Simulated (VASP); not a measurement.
# CoO in VASP: settings compared

Aim: see how the results for CoO move with the level of theory and the settings. Levels: PBEsol, BLYP+D4. Tasks: single point.

All numbers are computed with VASP 6.6.1; they aren't measurements. Logs are shortened: lines on timing, memory, paths and dates and some standing lists are left out, and cuts for length are marked.

## (1) The cell of the first run

It takes space group I4/mmm (No. 139, tetragonal). The conventional cell has a = 3.016 Å, b = 3.016 Å, c = 4.214 Å, α = 90.00°, β = 90.00°, γ = 90.00°. Within 2.8 Å of Co (site symmetry 4/mmm) lie 6 O at 2.11 to 2.13 Å. Within 2.8 Å of O (site symmetry 4/mmm) lie 6 Co at 2.11 to 2.13 Å.

## (2) Single point, PBEsol, collinear spin, ferromagnetic start

INCAR

```
PREC = Accurate
ENCUT = 700
EDIFF = 1E-6
ISMEAR = -1
SIGMA = 0.05
LREAL = F
LASPH = T
NELM = 200
ALGO = Normal
ISIF = 2
LWAVE = F
LCHARG = F
ISPIN = 2
MAGMOM = 4 0
LORBIT = 11
NUPDOWN = 4.0
LMAXMIX = 4
GGA = PS
NBANDS = 22
GGA_COMPAT = F
```

KPOINTS

```
regular mesh
0
Gamma
  10 10 10
```

POSCAR

```
CoO
1.0
   -1.5080000000      1.5080000000      2.1072475377
    1.5080000000     -1.5080000000      2.1072475377
    1.5080000000      1.5080000000     -2.1072475377
Co O
1 1
Direct
    0.0000000000      0.0000000000      0.0000000000
    0.5000000000      0.5000000000      0.0000000000
```

Potentials or basis: VASP PAW PBE potentials, release 64 (Co_sv, O).

Command:

```
cat potpaw_PBE.64/Co_sv/POTCAR potpaw_PBE.64/O/POTCAR > POTCAR
mpirun -np 1 vasp_std > vasp.out
```

OUTCAR:

```text
PREC = Accurate
   ENCUT = 700
   EDIFF = 1E-6
   ISMEAR = -1
   LREAL = F
   LASPH = T
   NELM = 200
   ISIF = 2
   ISPIN = 2
   LORBIT = 11
   NUPDOWN = 4.0
   GGA = PS

 ion  position               nearest neighbor table
   1  0.000  0.000  0.000-   2 2.11   2 2.11   2 2.13   2 2.13   2 2.13   2 2.13
   2  0.500  0.500  0.000-   1 2.11   1 2.11   1 2.13   1 2.13   1 2.13   1 2.13

  LATTYP: Found a body centered tetragonal cell.
 ALAT       =     3.0160000000
 C/A-ratio  =     1.3973790038

  Lattice vectors:

 A1 = (  -1.5080000000,   1.5080000000,   2.1072475377)
 A2 = (   1.5080000000,  -1.5080000000,   2.1072475377)
 A3 = (   1.5080000000,   1.5080000000,  -2.1072475377)

Analysis of symmetry for initial positions (statically):
=====================================================================
 Subroutine PRICEL returns:
 Original cell was already a primitive cell.

 Routine SETGRP: Setting up the symmetry group for a
 body centered tetragonal supercell.

 Subroutine GETGRP returns: Found 16 space group operations
 (whereof 16 operations were pure point group operations)
 out of a pool of 16 trial point group operations.

The static configuration has the point symmetry D_4h.

Analysis of symmetry for dynamics (positions and initial velocities):
=====================================================================
 Subroutine PRICEL returns:
 Original cell was already a primitive cell.

 Routine SETGRP: Setting up the symmetry group for a
 body centered tetragonal supercell.

 Subroutine GETGRP returns: Found 16 space group operations
 (whereof 16 operations were pure point group operations)
 out of a pool of 16 trial point group operations.

The dynamic configuration has the point symmetry D_4h.

Analysis of structural, dynamic, and magnetic symmetry:
=====================================================================
 Subroutine PRICEL returns:
 Original cell was already a primitive cell.

 Routine SETGRP: Setting up the symmetry group for a
 body centered tetragonal supercell.

 Subroutine GETGRP returns: Found 16 space group operations
 (whereof 16 operations were pure point group operations)
 out of a pool of 16 trial point group operations.

The overall configuration has the point symmetry D_4h.

 Subroutine INISYM returns: Found 16 space group operations
 (whereof 16 operations are pure point group operations),
 and found     1 'primitive' translations

----------------------------------------------------------------------------------------

                                     Primitive cell

  volume of cell :      19.1681

  direct lattice vectors                    reciprocal lattice vectors
    -1.508000000  1.508000000  2.107247538     0.000000000  0.331564987  0.237276348
     1.508000000 -1.508000000  2.107247538     0.331564987  0.000000000  0.237276348
     1.508000000  1.508000000 -2.107247538     0.331564987  0.331564987  0.000000000

  length of vectors
     2.998102764  2.998102764  2.998102764     0.407719764  0.407719764  0.468903701

  position of ions in fractional coordinates (direct lattice)
     0.000000000  0.000000000  0.000000000
     0.500000000  0.500000000  0.000000000

  ion indices of the primitive-cell ions
   primitive index   ion index
                 1           1
                 2           2

----------------------------------------------------------------------------------------

 KPOINTS: regular mesh

Automatic generation of k-mesh.
 Grid dimensions read from file:
 generate k-points for:   10   10   10

 Generating k-lattice:

  Cartesian coordinates                     Fractional coordinates (reciprocal lattice)
     0.000000000  0.033156499  0.023727635     0.100000000  0.000000000 -0.000000000
     0.033156499  0.000000000  0.023727635     0.000000000  0.100000000 -0.000000000
     0.033156499  0.033156499  0.000000000     0.000000000  0.000000000  0.100000000

  Length of vectors
     0.040771976  0.040771976  0.046890370

  Shift w.r.t. Gamma in fractional coordinates (k-lattice)
     0.000000000  0.000000000  0.000000000

 Subroutine IBZKPT returns following result:
 ===========================================

 Found    102 irreducible k-points:

 Following reciprocal coordinates:
            Coordinates               Weight
  0.000000  0.000000  0.000000      1.000000
  0.100000  0.000000  0.000000      8.000000
  0.200000  0.000000  0.000000      8.000000
  0.300000  0.000000  0.000000      8.000000
  0.400000  0.000000  0.000000      8.000000
  0.500000  0.000000 -0.000000      4.000000
[... 16 lines left out ...]
  0.300000  0.300000  0.000000      8.000000
  0.400000  0.300000 -0.000000     16.000000
 [... further k-points ...]
   k-points           NKPTS =    102   k-points in BZ     NKDIM =    102   number of bands    NBANDS=     22
   number of dos      NEDOS =    301   number of ions     NIONS =      2
   total plane-waves  NPLWV =  21952
   dimension x,y,z NGX =    28 NGY =   28 NGZ =   28
   dimension x,y,z NGXF=    56 NGYF=   56 NGZF=   56
   ions per type =               1   1
   NGX,Y,Z   is equivalent  to a cutoff of  15.53, 15.53, 15.53 a.u.
   NGXF,Y,Z  is equivalent  to a cutoff of  31.05, 31.05, 31.05 a.u.
 SYSTEM =  unknown system
   PREC   = accura    normal or accurate (medium, high low for compatibility)
   ISTART =      0    job   : 0-new  1-cont  2-samecut
   ICHARG =      2    charge: 1-file 2-atom 10-const
   ISPIN  =      2    spin polarized calculation?
   LNONCOLLINEAR =      F non collinear calculations
   LSORBIT =      F    spin-orbit coupling
   LASPH  =      T    aspherical Exc in radial PAW
   ENCUT  =  700.0 eV  51.45 Ry    7.17 a.u.   6.47  6.47  6.47*2*pi/ulx,y,z
   NELM   =    200;   NELMIN=  2; NELMDL= -5     # of ELM steps
   EDIFF  = 0.1E-05   stopping-criterion for ELM
   LREAL  =      F    real-space projection
   EDIFFG = 0.1E-04   stopping-criterion for IOM
   NSW    =      0    number of steps for IOM
   IBRION =     -1    ionic relax: 0-MD 1-quasi-New 2-CG
   NFREE  =      0    steps in history (QN), initial steepest desc. (CG)
   ISIF   =      2    stress and relaxation
   ISYM   =      2    0-nonsym 1-usesym 2-fastsym
   POTIM  = 0.5000    time-step for ionic-motion
   TEBEG  =    0.0;   TEEND  =   0.0 temperature during run
   PSTRESS=    0.0 pullay stress
   NELECT =      23.0000    total number of electrons
   NUPDOWN=       4.0000    fix difference up-down
   EMIN   =  10.00;   EMAX   =-10.00  energy-range for DOS
   EFERMI =   0.00;   METHOD = LEGACY
   ISMEAR =    -1;   SIGMA  =   0.05  broadening in eV -4-tet -1-fermi 0-gaus
   EFERMI_NEDOS =   21; number of points for ismear=-14 and -15
   IALGO  =     38    algorithm
   IMIX   =      4    mixing-type and parameters
     AMIX     =   0.40;   BMIX     =  1.00
     AMIX_MAG =   1.60;   BMIX_MAG =  1.00
  volume/ion in A,a.u.               =       9.58        64.68
  Fermi-wavevector in a.u.,A,eV,Ry     =   1.739635  3.287433 41.175699  3.026328
  Thomas-Fermi vector in A             =   2.812438
   LORBIT       =     11    0 simple, 1 ext, 2 COOP (PROOUT), +10 PAW based schemes
   GGA     = PS    functional components
   LHFCALC =     F    Hartree Fock is set to
   AEXX    =    0.0000 exact exchange contribution
   IVDW    =     0    specifies the selected vdW correction
   LEPSILON=     F    determine dielectric tensor
   LRPA    =     F    only Hartree local field effects (RPA)
 spin polarized calculation
  energy-cutoff  :      700.00
  volume of cell :       19.17
 maximum number of plane-waves:       845
 NGX is ok and might be reduce to    28
   NGX = 13   NGY = 13   NGZ = 13

 number of electron      23.0000008 magnetization       4.0000002

 Free energy of the ion-electron system (eV)
  ---------------------------------------------------
  ext. energy  EPLUGINS =         0.00000000
  ---------------------------------------------------
  free energy    TOTEN  =       -11.52156670 eV

  energy without entropy =      -11.49286742  energy(sigma->0) =      -11.50721706

 E-fermi :   8.0827     XC(G=0): -13.1052

 val. band max:       14.6283475900   @ k =   0.3000   0.2000   0.0000
 cond. band min:       8.0858922709   @ k =  -0.2000   0.3000   0.1000
 fundamental gap:     -6.5424553191
 Fermi energy:        14.6317882236

 spin component 1

 k-point     1 :       0.0000    0.0000    0.0000
  band No.  band energies     occupation
      1     -89.2480      1.00000
      2     -52.6019      1.00000
      3     -52.5616      1.00000
      4     -52.5616      1.00000
      5     -11.6027      1.00000
      6       4.4287      1.00000
[... 14 lines left out ...]
     21      29.9831      0.00000
     22      32.9238      0.00000
[... 552 lines left out ...]
  band No.  band energies     occupation
      1     -89.2436      1.00000
      2     -52.6202      1.00000
      3     -52.5863      1.00000
      4     -52.5757      1.00000
      5     -10.2233      1.00000
      6       1.4323      1.00000
[... 14 lines left out ...]
     21      37.1011      0.00000
     22      38.6920      0.00000

 [... further k-points ...]

 spin component 2

 k-point     1 :       0.0000    0.0000    0.0000
  band No.  band energies     occupation
      1     -85.7649      1.00000
      2     -49.1755      1.00000
      3     -49.1637      1.00000
      4     -49.1637      1.00000
      5     -10.4601      1.00000
      6       6.6507      1.00000
[... 14 lines left out ...]
     21      31.5161      0.00000
     22      34.1329      0.00000
[... 552 lines left out ...]
  band No.  band energies     occupation
      1     -85.7599      1.00000
      2     -49.2011      1.00000
      3     -49.1906      1.00000
      4     -49.1779      1.00000
      5      -8.9899      1.00000
      6       2.6928      1.00000
[... 14 lines left out ...]
     21      38.2001      0.00000
     22      39.7974      0.00000

 [... further k-points ...]

------------------------ aborting loop because EDIFF is reached ----------------------------------------

  FORCE on cell =-STRESS in cart. coord.  units (eV):
  Direction    XX          YY          ZZ          XY          YZ          ZX
  --------------------------------------------------------------------------------------
  -------------------------------------------------------------------------------------
  Total        1.7311085      1.7311085      1.8400250      0.0000000     -0.0000000      0.0000000
  in kB      144.6960383    144.6960383    153.7999090      0.0000000     -0.0000000      0.0000000
  external PRESSURE =     147.7306619 kB  Pullay stress =       0.0000000 kB

 VOLUME and BASIS-vectors are now :
 -----------------------------------------------------------------------------
  energy-cutoff  :      700.00
  volume of cell :       19.17
      direct lattice vectors                 reciprocal lattice vectors
    -1.508000000  1.508000000  2.107247538     0.000000000  0.331564987  0.237276348
     1.508000000 -1.508000000  2.107247538     0.331564987  0.000000000  0.237276348
     1.508000000  1.508000000 -2.107247538     0.331564987  0.331564987  0.000000000

 POSITION                                       TOTAL-FORCE (eV/Angst)
 -----------------------------------------------------------------------------------
      0.00000      0.00000      0.00000         0.000000      0.000000      0.000000
      0.00000      0.00000      2.10725        -0.000000     -0.000000      0.000000
 -----------------------------------------------------------------------------------
    total drift:                                0.000000     -0.000000     -0.000000

  FREE ENERGIE OF THE ION-ELECTRON SYSTEM (eV)
  ---------------------------------------------------
  free  energy   TOTEN  =       -11.5215666960 eV

  energy  without entropy=      -11.4928674232  energy(sigma->0) =      -11.50721706

 total charge

# of ion       s       p       d       tot
------------------------------------------
    1        2.212   6.093   6.443  14.748
    2        1.594   3.349   0.000   4.943
--------------------------------------------------
tot          3.806   9.442   6.443  19.691

 magnetization (x)

# of ion       s       p       d       tot
------------------------------------------
    1        0.083   0.039   2.829   2.950
    2        0.087   0.560   0.000   0.647
--------------------------------------------------
tot          0.169   0.598   2.829   3.596
```

It took 2.6 min on 1 thread of Intel Xeon Platinum 8259CL at 2.50GHz (Skylake/Cascade Lake), shared host; peak memory 0.24 GiB.

What came out:

| Property | Result |
| --- | --- |
| Free energy | -11.5216 eV |
| Pressure | 14.8 GPa |
| Net moment | 4.00 μB per cell |
| Site moments | Co +2.95; O +0.65 μB |
| Valence electrons inside the program's atomic spheres | Co 14.75; O 4.94 |

Stress tensor (GPa, compression positive):
```
14.47  0.00  0.00
 0.00 14.47  0.00
 0.00  0.00 15.38
```

Caveat: the cell stands under pressure; the PAW data sets were made with another functional, which shifts forces and pressure a little; the total moment is fixed, so each spin has its own Fermi level and the state may be an excited one; a cell with one magnetic atom can't hold antiferromagnetic order, which such compounds often take.

(Continued in part 2 of 2.)
